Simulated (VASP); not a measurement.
# CaO (I4/mmm) in VASP: further runs

Runs on CaO. Level: LDA. Tasks: single point.

Everything below comes from runs of VASP 6.6.1. Logs are shortened: lines on timing, memory, paths and dates and some standing lists are left out, and cuts for length are marked.

**1. The cell of the first run**

Symmetry: I4/mmm, No. 139, tetragonal system. The conventional cell has a = 3.346 Å, b = 3.346 Å, c = 4.696 Å, α = 90.00°, β = 90.00°, γ = 90.00°. Within 3.1 Å of Ca (site symmetry 4/mmm) lie 6 O at 2.35 to 2.37 Å. O (site symmetry 4/mmm) has 6 Ca at 2.35 to 2.37 Å within 3.1 Å.

**2. Single point, LDA (in-plane strain +0.005, then relaxed in part)**

INCAR reads:

```
  PREC = Accurate
  ENCUT = 1340
  EDIFF = 1E-6
  ISMEAR = 0
  SIGMA = 0.01
  LREAL = False
  LASPH = True
  NELM = 120
  ALGO = Normal
  ISIF = 2
  LWAVE = False
  LCHARG = False
  NBANDS = 15
  GGA_COMPAT = False
```

KPOINTS reads:

```
regular mesh
0
Gamma
  8 8 8
```

POSCAR reads:

```
CaO
1.0
    2.3657195676      2.3657195676      0.0000000000
   -2.3657195676      2.3657195676      0.0000000000
    0.0000000000      2.3657195676      2.3478900191
Ca O
1 1
Direct
    0.0000000000      0.0000000000      0.0000000000
    0.5000000000      0.5000000000      0.0000000000
```

Potentials or basis: VASP PAW LDA potentials, release 64 (Ca_sv, O_h).

Run with:

```bash
$ cat potpaw_LDA.64/Ca_sv/POTCAR potpaw_LDA.64/O_h/POTCAR > POTCAR
$ mpirun -np 1 vasp_std > vasp.out
```

OUTCAR:

```text
PREC = Accurate
   ENCUT = 1340
   EDIFF = 1E-6
   ISMEAR = 0
   LREAL = False
   LASPH = True
   NELM = 120
   ISIF = 2

 ion  position               nearest neighbor table
   1  0.000  0.000  0.000-   2 2.35   2 2.35
   2  0.500  0.500  0.000-   1 2.35   1 2.35

  LATTYP: Found a body centered tetragonal cell.
 ALAT       =     3.3456326973
 C/A-ratio  =     1.4035551607

  Lattice vectors:

 A1 = (   2.3657195676,   0.0000000000,  -2.3478900191)
 A2 = (  -2.3657195676,   0.0000000000,  -2.3478900191)
 A3 = (   0.0000000000,   2.3657195676,   2.3478900191)

Analysis of symmetry for initial positions (statically):
=====================================================================
 Subroutine PRICEL returns:
 Original cell was already a primitive cell.

 Routine SETGRP: Setting up the symmetry group for a
 body centered tetragonal supercell.

 Subroutine GETGRP returns: Found 16 space group operations
 (whereof 16 operations were pure point group operations)
 out of a pool of 16 trial point group operations.

The static configuration has the point symmetry D_4h.

Analysis of symmetry for dynamics (positions and initial velocities):
=====================================================================
 Subroutine PRICEL returns:
 Original cell was already a primitive cell.

 Routine SETGRP: Setting up the symmetry group for a
 body centered tetragonal supercell.

 Subroutine GETGRP returns: Found 16 space group operations
 (whereof 16 operations were pure point group operations)
 out of a pool of 16 trial point group operations.

The dynamic configuration has the point symmetry D_4h.

 Subroutine INISYM returns: Found 16 space group operations
 (whereof 16 operations are pure point group operations),
 and found     1 'primitive' translations

----------------------------------------------------------------------------------------

                                     Primitive cell

  volume of cell :      26.2805

  direct lattice vectors                    reciprocal lattice vectors
     2.365719568  2.365719568  0.000000000     0.211352185  0.211352185 -0.212957164
    -2.365719568  2.365719568  0.000000000    -0.211352185  0.211352185 -0.212957164
     0.000000000  2.365719568  2.347890019     0.000000000  0.000000000  0.425914328

  length of vectors
     3.345632697  3.345632697  3.333049147     0.367001698  0.367001698  0.425914328

  position of ions in fractional coordinates (direct lattice)
     0.000000000  0.000000000  0.000000000
     0.500000000  0.500000000  0.000000000

  ion indices of the primitive-cell ions
   primitive index   ion index
                 1           1
                 2           2

----------------------------------------------------------------------------------------

 KPOINTS: regular mesh

Automatic generation of k-mesh.
 Grid dimensions read from file:
 generate k-points for:    8    8    8

 Generating k-lattice:

  Cartesian coordinates                     Fractional coordinates (reciprocal lattice)
     0.026419023  0.026419023 -0.026619646     0.125000000  0.000000000  0.000000000
    -0.026419023  0.026419023 -0.026619646     0.000000000  0.125000000  0.000000000
     0.000000000  0.000000000  0.053239291     0.000000000  0.000000000  0.125000000

  Length of vectors
     0.045875212  0.045875212  0.053239291

  Shift w.r.t. Gamma in fractional coordinates (k-lattice)
     0.000000000  0.000000000  0.000000000

 Subroutine IBZKPT returns following result:
 ===========================================

 Found     59 irreducible k-points:

 Following reciprocal coordinates:
            Coordinates               Weight
  0.000000  0.000000  0.000000      1.000000
  0.125000  0.000000  0.000000      8.000000
  0.250000  0.000000  0.000000      8.000000
  0.375000  0.000000  0.000000      8.000000
  0.500000  0.000000  0.000000      4.000000
  0.125000  0.125000  0.000000      8.000000
[... 16 lines left out ...]
  0.250000  0.000000  0.125000      4.000000
  0.375000  0.000000  0.125000      8.000000
 [... further k-points ...]
   k-points           NKPTS =     59   k-points in BZ     NKDIM =     59   number of bands    NBANDS=     15
   number of dos      NEDOS =    301   number of ions     NIONS =      2
   total plane-waves  NPLWV =  64000
   dimension x,y,z NGX =    40 NGY =   40 NGZ =   40
   dimension x,y,z NGXF=    80 NGYF=   80 NGZF=   80
   ions per type =               1   1
   NGX,Y,Z   is equivalent  to a cutoff of  19.88, 19.88, 19.95 a.u.
   NGXF,Y,Z  is equivalent  to a cutoff of  39.75, 39.75, 39.90 a.u.
 SYSTEM =  unknown system
   PREC   = accura    normal or accurate (medium, high low for compatibility)
   ISTART =      0    job   : 0-new  1-cont  2-samecut
   ICHARG =      2    charge: 1-file 2-atom 10-const
   ISPIN  =      1    spin polarized calculation?
   LNONCOLLINEAR =      F non collinear calculations
   LSORBIT =      F    spin-orbit coupling
   LASPH  =      T    aspherical Exc in radial PAW
   ENCUT  = 1340.0 eV  98.49 Ry    9.92 a.u.   9.99  9.99  9.95*2*pi/ulx,y,z
   NELM   =    120;   NELMIN=  2; NELMDL= -5     # of ELM steps
   EDIFF  = 0.1E-05   stopping-criterion for ELM
   LREAL  =      F    real-space projection
[... 7 lines left out ...]
   TEBEG  =    0.0;   TEEND  =   0.0 temperature during run
   PSTRESS=    0.0 pullay stress
   NELECT =      16.0000    total number of electrons
   NUPDOWN=      -1.0000    fix difference up-down
   EMIN   =  10.00;   EMAX   =-10.00  energy-range for DOS
   EFERMI =   0.00;   METHOD = LEGACY
   ISMEAR =     0;   SIGMA  =   0.01  broadening in eV -4-tet -1-fermi 0-gaus
   EFERMI_NEDOS =   21; number of points for ismear=-14 and -15
   IALGO  =     38    algorithm
   IMIX   =      4    mixing-type and parameters
     AMIX     =   0.40;   BMIX     =  1.00
     AMIX_MAG =   1.60;   BMIX_MAG =  1.00
  volume/ion in A,a.u.               =      13.14        88.67
  Fermi-wavevector in a.u.,A,eV,Ry     =   1.387512  2.622017 26.193793  1.925189
  Thomas-Fermi vector in A             =   2.511726
   LORBIT       =      0    0 simple, 1 ext, 2 COOP (PROOUT), +10 PAW based schemes
   GGA     = CA    functional components
   LHFCALC =     F    Hartree Fock is set to
   AEXX    =    0.0000 exact exchange contribution
   IVDW    =     0    specifies the selected vdW correction
   LEPSILON=     F    determine dielectric tensor
   LRPA    =     F    only Hartree local field effects (RPA)
 non-spin polarized calculation
 Gauss-broadening in eV      SIGMA  =   0.01
  energy-cutoff  :     1340.00
  volume of cell :       26.28
 maximum number of plane-waves:      2944
   NGX = 19   NGY = 19   NGZ = 19

 number of electron      16.0000000 magnetization

 Free energy of the ion-electron system (eV)
  ---------------------------------------------------
  ext. energy  EPLUGINS =         0.00000000
  ---------------------------------------------------
  free energy    TOTEN  =       -14.22855015 eV

  energy without entropy =      -14.22855015  energy(sigma->0) =      -14.22855015

 E-fermi :   2.8216     XC(G=0): -11.3045

 val. band max:        2.6503971929   @ k =   0.0000   0.0000   0.0000
 cond. band min:       6.0458373231   @ k =   0.0000   0.0000   0.5000
 fundamental gap:      3.3954401302
 Fermi energy:         2.8216273948

 k-point     1 :       0.0000    0.0000    0.0000
  band No.  band energies     occupation
      1     -34.2143      2.00000
      2     -15.2152      2.00000
      3     -15.2152      2.00000
      4     -15.2124      2.00000
      5     -12.6788      2.00000
      6       2.6262      2.00000
      7       2.6262      2.00000
      8       2.6504      2.00000
      9       7.6526      0.00000
     10       8.8512      0.00000
     11       8.8512      0.00000
     12       8.9074      0.00000
     13      10.4939      0.00000
     14      10.5720      0.00000
     15      17.7741      0.00000

 k-point     2 :       0.1250    0.0000    0.0000
  band No.  band energies     occupation
      1     -34.1937      2.00000
      2     -15.5074      2.00000
      3     -15.2256      2.00000
      4     -15.2223      2.00000
      5     -12.3777      2.00000
      6       2.0652      2.00000
      7       2.3883      2.00000
      8       2.4021      2.00000
      9       8.3451      0.00000
     10       8.8339      0.00000
     11       9.1444      0.00000
     12       9.1766      0.00000
     13      10.9031      0.00000
     14      10.9856      0.00000
     15      18.4570      0.00000

 k-point     3 :       0.2500    0.0000    0.0000
  band No.  band energies     occupation
      1     -34.1436      2.00000
      2     -16.0548      2.00000
      3     -15.2505      2.00000
      4     -15.2436      2.00000
      5     -11.8086      2.00000
      6       0.9906      2.00000
      7       1.8844      2.00000
      8       1.8924      2.00000
      9       8.9237      0.00000
     10       9.8277      0.00000
     11       9.9163      0.00000
     12       9.9320      0.00000
     13      11.8821      0.00000
     14      11.9731      0.00000
     15      19.0245      0.00000
[... 343 lines left out ...]
 k-point    23 :       0.2500    0.0000    0.1250
  band No.  band energies     occupation
      1     -34.1637      2.00000
      2     -15.7913      2.00000
      3     -15.3033      2.00000
      4     -15.2201      2.00000
      5     -12.0592      2.00000
      6       1.3672      2.00000
      7       1.9815      2.00000
      8       2.3611      2.00000
      9       8.6295      0.00000
     10       9.1400      0.00000
     11       9.3497      0.00000
     12      10.0401      0.00000
     13      11.2931      0.00000
     14      11.7508      0.00000
     15      19.1757      0.00000

 k-point    24 :       0.3750    0.0000    0.1250
  band No.  band energies     occupation
      1     -34.1136      2.00000
      2     -16.1960      2.00000
      3     -15.3702      2.00000
      4     -15.2455      2.00000
      5     -11.6410      2.00000
      6       0.5997      2.00000
      7       1.5614      2.00000
      8       1.9433      2.00000
      9       8.8493      0.00000
     10      10.0501      0.00000
     11      10.1890      0.00000
     12      10.9472      0.00000
     13      12.3372      0.00000
     14      12.7445      0.00000
     15      18.9124      0.00000

 [... further k-points ...]
[... 5 lines left out ...]
  --------------------------------------------------------------------------------------
  -------------------------------------------------------------------------------------
  Total       -0.0913481     -0.0913481      0.1579247      0.0000000      0.0000000      0.0000000
  in kB       -5.5689838     -5.5689838      9.6277848      0.0000000      0.0000000      0.0000000
  external PRESSURE =      -0.5033943 kB  Pullay stress =       0.0000000 kB

 VOLUME and BASIS-vectors are now :
 -----------------------------------------------------------------------------
  energy-cutoff  :     1340.00
  volume of cell :       26.28
      direct lattice vectors                 reciprocal lattice vectors
     2.365719568  2.365719568  0.000000000     0.211352185  0.211352185 -0.212957164
    -2.365719568  2.365719568  0.000000000    -0.211352185  0.211352185 -0.212957164
     0.000000000  2.365719568  2.347890019     0.000000000  0.000000000  0.425914328

 POSITION                                       TOTAL-FORCE (eV/Angst)
 -----------------------------------------------------------------------------------
      0.00000      0.00000      0.00000         0.000000      0.000000      0.000000
      0.00000      2.36572      0.00000         0.000000     -0.000000      0.000000
 -----------------------------------------------------------------------------------
    total drift:                                0.000000     -0.000000     -0.000000

  FREE ENERGIE OF THE ION-ELECTRON SYSTEM (eV)
  ---------------------------------------------------
  free  energy   TOTEN  =       -14.2285501538 eV

  energy  without entropy=      -14.2285501538  energy(sigma->0) =      -14.22855015
```

Wall time 41 s (1 thread of Intel Xeon 6975P-C (Granite Rapids), shared host); peak memory 0.27 GiB.

What came out:

- Free energy: -14.2286 eV
- Pressure: -0.1 GPa
- Band gap on the k mesh: 3.40 eV (least direct gap 3.78 eV)

Caveat: the cell differs from its parent crystal (in-plane strain +0.005, then relaxed in part).

**3. Single point, LDA (in-plane strain -0.005, then relaxed in part)**

INCAR reads:

```
SYSTEM = CaO
PREC = Accurate ; ENCUT = 1340
EDIFF = 1E-6 ; ISMEAR = 0
SIGMA = 0.01 ; LREAL = .False.
LASPH = .True. ; NELM = 120
ALGO = Normal ; ISIF = 2
LWAVE = .False. ; LCHARG = .False.
GGA = CA ; NBANDS = 15
GGA_COMPAT = .False.
```

KPOINTS reads:

```
regular mesh
0
Gamma
  8 8 8
  0 0 0
```

POSCAR reads:

```
CaO
1.0
    2.3421800694      2.3421800694      0.0000000000
   -2.3421800694      2.3421800694      0.0000000000
    0.0000000000      2.3421800694      2.3600092332
Ca O
1 1
Direct
    0.0000000000      0.0000000000      0.0000000000
    0.5000000000      0.5000000000      0.0000000000
```

Potentials or basis: VASP PAW LDA potentials, release 64 (Ca_sv, O_h).

Run with:

```bash
$ cat potpaw_LDA.64/Ca_sv/POTCAR potpaw_LDA.64/O_h/POTCAR > POTCAR
$ mpirun -np 1 vasp_std > vasp.out
```

Run time: 2.2 min. Hardware: 1 thread of AMD EPYC 7R32 (Zen 2), shared host; peak memory 0.23 GiB.

It converged, with:

* Free energy: -14.2259 eV
* Pressure: 1.9 GPa
* Band gap on the k mesh: 3.40 eV (least direct gap 3.76 eV)

Stress tensor (GPa, compression positive):
```
2.45 0.00 0.00
0.00 2.45 0.00
0.00 0.00 0.89
```

Levels at points of the mesh, in eV from the valence-band top:
| k point | band 6 | band 7 | band 8 | band 9 | band 10 | band 11 |
| --- | --- | --- | --- | --- | --- | --- |
| (0.00, 0.00, 0.00) | -0.02 | 0.00 | 0.00 | 5.14 | 6.22 | 6.28 |
| (0.50, 0.00, 0.00) | -2.89 | -1.39 | -1.39 | 7.27 | 8.67 | 8.68 |
| (0.50, 0.50, 0.00) | -1.25 | -0.38 | -0.36 | 3.40 | 8.54 | 9.27 |
| (0.00, 0.00, 0.50) | -1.31 | -0.35 | -0.35 | 3.43 | 8.54 | 9.27 |

Caveat: the cell differs from its parent crystal (in-plane strain -0.005, then relaxed in part).

**4. Single point, LDA (in-plane strain -0.01, then relaxed in part)**

INCAR reads:

```
SYSTEM = CaO
  PREC = Accurate
  ENCUT = 1340
  EDIFF = 1E-6
  ISMEAR = 0
  SIGMA = 0.01
  LREAL = .FALSE.
  LASPH = .TRUE.
  NELM = 120
  ALGO = Normal
  ISIF = 2
  LWAVE = .FALSE.
  LCHARG = .FALSE.
  GGA = CA
  NBANDS = 15
  GGA_COMPAT = .FALSE.
```

KPOINTS reads:

```
Automatic mesh
0
G
  8 8 8
  0 0 0
```

POSCAR reads:

```
CaO
1.0
    2.3304103203      2.3304103203      0.0000000000
   -2.3304103203      2.3304103203      0.0000000000
    0.0000000000      2.3304103203      2.3656204692
Ca O
1 1
Direct
    0.0000000000      0.0000000000      0.0000000000
    0.5000000000      0.5000000000      0.0000000000
```

Run with:

```bash
$ cat potpaw_LDA.64/Ca_sv/POTCAR potpaw_LDA.64/O_h/POTCAR > POTCAR
$ mpirun -np 1 vasp_std > vasp.out
```

Wall time 32 s (1 thread of Intel Xeon 6975P-C (Granite Rapids), shared host); peak memory 0.27 GiB.

Results (log left out):

```
Free energy            : -14.2207 eV
Pressure               : 3.1 GPa
Band gap on the k mesh : 3.38 eV (least direct gap 3.74 eV)
```

Stress tensor (GPa, compression positive):
```
4.14 0.00 0.00
0.00 4.14 0.00
0.00 0.00 0.88
```

Levels at points of the mesh, in eV from the valence-band top:
```
           k point  band 5  band 6  band 7  band 8  band 9  band 10  band 11  band 12
(0.00, 0.00, 0.00)  -15.38   -0.05    0.00    0.00    5.19     6.19     6.31     6.31
(0.50, 0.00, 0.00)  -13.76   -2.92   -1.42   -1.41    7.30     8.70     8.72     8.89
(0.50, 0.50, 0.00)  -15.14   -1.24   -0.41   -0.36    3.38     8.59     9.31     9.99
(0.00, 0.00, 0.50)  -15.14   -1.34   -0.34   -0.34    3.43     8.59     9.30    10.04
```

Caveat: the cell differs from its parent crystal (in-plane strain -0.01, then relaxed in part); the cell stands under pressure.

**5. Overview**

```csv
cell,gap on the mesh (eV),pressure (GPa)
"a = 3.346, b = 3.346, c = 3.333 Å, angles 59.9, 59.9, 90.0°, 2 atoms",3.40,-0.1
"a = 3.312, b = 3.312, c = 3.325 Å, angles 60.1, 60.1, 90.0°, 2 atoms",3.40,1.9
"a = 3.296, b = 3.296, c = 3.321 Å, angles 60.2, 60.2, 90.0°, 2 atoms",3.38,3.1
```

Alike in all rows: task single point; level LDA; potentials or basis VASP PAW LDA potentials, release 64 (Ca_sv, O_h); no spin polarisation; k mesh 8 × 8 × 8; cutoff (eV) 1340; smearing gaussian 0.01 eV.

Caveats: the cell stands under pressure (at least some runs).

Absolute energies hang on the potentials; compare differences alone.
